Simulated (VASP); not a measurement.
Write the native input for VASP 6.6.1 that does the following.

```
Task                   : relaxation of cell and atoms
Functional             : PBE
Potentials or basis    : VASP PAW PBE potentials, release 64 (Si, Ru_pv, Ir)
Cutoff                 : 500 eV
k mesh                 : 4 × 4 × 4
Occupations            : gaussian, width 0.2 eV
Spin                   : no spin polarisation
Dipole correction      : no
Further INCAR settings : ALGO = Normal; EDIFF = 1e-07; IBRION = 2; EDIFFG = -0.08; NSW = 36; ISIF = 3
```

The structure of Si3IrRu lies in POSCAR:

```
Si3IrRu
1.0
    4.3641032500      0.0000000000      0.0000000000
    0.0000000000      4.3641032500      0.0000000000
    0.0000000000      0.0000000000      4.3641032500
Si Ru Ir
3 1 1
Direct
    0.5000000000      0.0000000000      0.0000000000
    0.0000000000      0.5000000000      0.0000000000
    0.0000000000      0.0000000000      0.5000000000
    0.0000000000      0.0000000000      0.0000000000
    0.5000000000      0.5000000000      0.5000000000
```

The cell was generated, and may not be a known phase.

One way to write it, as run:

INCAR

```
PREC     = Accurate       # precision mode
ENCUT    = 500            # plane-wave cutoff, eV
EDIFF    = 1E-7           # SCF threshold, eV
ISMEAR   = 0              # smearing method
SIGMA    = 0.2            # smearing width, eV
LREAL    = F              # projectors in reciprocal space
LASPH    = T              # aspherical terms in the spheres
NELM     = 120            # most SCF steps
ALGO     = Normal         # electronic algorithm
ISIF     = 3              # what is computed and relaxed
LWAVE    = F              # write WAVECAR
LCHARG   = F              # write CHGCAR
GGA      = PE             # functional
IBRION   = 2              # ionic algorithm
NSW      = 36             # ionic steps
EDIFFG   = -0.08          # ionic threshold
GGA_COMPAT= F            
NELMIN   = 4
```

KPOINTS

```
Automatic mesh
0
Gamma
  4 4 4
```

Potentials or basis: VASP PAW PBE potentials, release 64 (Si, Ru_pv, Ir).

Command:

```bash
$ cat potpaw_PBE.64/Si/POTCAR potpaw_PBE.64/Ru_pv/POTCAR potpaw_PBE.64/Ir/POTCAR > POTCAR
$ mpirun -np 1 vasp_std > vasp.out
```

Results of the run:

The relaxed volume is 18.28 Å³/atom. The relaxed cell is a = 4.505 Å, b = 4.505 Å, c = 4.505 Å, α = 90.00°, β = 90.00°, γ = 90.00°, the space group after relaxing (to 0.1 Å) is Pm-3m (No. 221) and the energy gained by relaxing is 61.6 meV/atom. The ionic steps are 3 and the pressure after relaxing is -0.2 GPa. The band gap on the k mesh is zero (an odd number of electrons rules out a gap without spin polarisation).

Caveat: spin-orbit coupling is left out, which moves the levels of the heavy elements.

Run time: 30 s on 1 thread of Intel(R) Xeon(R) Platinum 8559C (Emerald Rapids), on a shared host, peak memory 0.19 GiB.
